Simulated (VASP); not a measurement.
## MoS2: single point with PBE

MoS2:

```
Mo S
1.0
     3.06617    0.00000    0.00000
    -1.53309    2.65538    0.00000
     0.00000    0.00000   12.29500
Mo S
2 4
Direct
  0.33333 0.66667 0.25000
  0.66667 0.33333 0.75000
  0.33333 0.66667 0.62750
  0.66667 0.33333 0.12750
  0.33333 0.66667 0.87250
  0.66667 0.33333 0.37250
```

This cell differs from its parent crystal: equal xx and yy strain of -3 %.

```yaml
Program: VASP 6.6.1
Task: single point
Functional: PBE
Potentials_or_basis: VASP PAW PBE potentials, release 64 (Mo_sv, S)
Cutoff: 520 eV
k_mesh: 10 × 10 × 3
Occupations: fermi-dirac, width 0.03 eV
Spin: no spin polarisation
```

```yaml
Pressure: 20.4 GPa
Largest_force: 2.004 eV/Å
Band_gap_on_the_k_mesh: 1.05 eV, indirect (least direct gap 2.16 eV)
```

Forces on the atoms (eV/Å):
```
Mo   0.000  0.000  0.000
Mo   0.000  0.000  0.000
S    0.000  0.000 -2.004
S    0.000  0.000 -2.004
S    0.000  0.000  2.004
S    0.000  0.000  2.004
```

Stress tensor (GPa, compression positive):
```
19.67  0.00  0.00
 0.00 19.67  0.00
 0.00  0.00 21.94
```

Levels at points of the mesh, in eV from the valence-band top:
```csv
k point,band 23,band 24,band 25,band 26,band 27,band 28,band 29,band 30
"(0.00, 0.00, 0.00)",-2.35,-1.44,-1.32,0.00,2.38,2.38,2.39,2.39
"(0.50, 0.00, 0.00)",-1.72,-1.57,-1.48,-1.40,1.88,1.92,2.34,2.62
```

It took 75 s on 1 thread of Intel(R) Xeon(R) Platinum 8375C CPU @ 2.90GHz (Ice Lake), with other jobs on the host, peak memory 0.26 GiB.

Caveat: the cell differs from its parent crystal (equal xx and yy strain of -3 %); this functional lacks dispersion, which binds the layers, so the pressure and a relaxed spacing across them are unreliable; forces of over 1 eV/Å act on the atoms, so gaps and moduli don't describe the material at rest. A k mesh can miss the band edges.
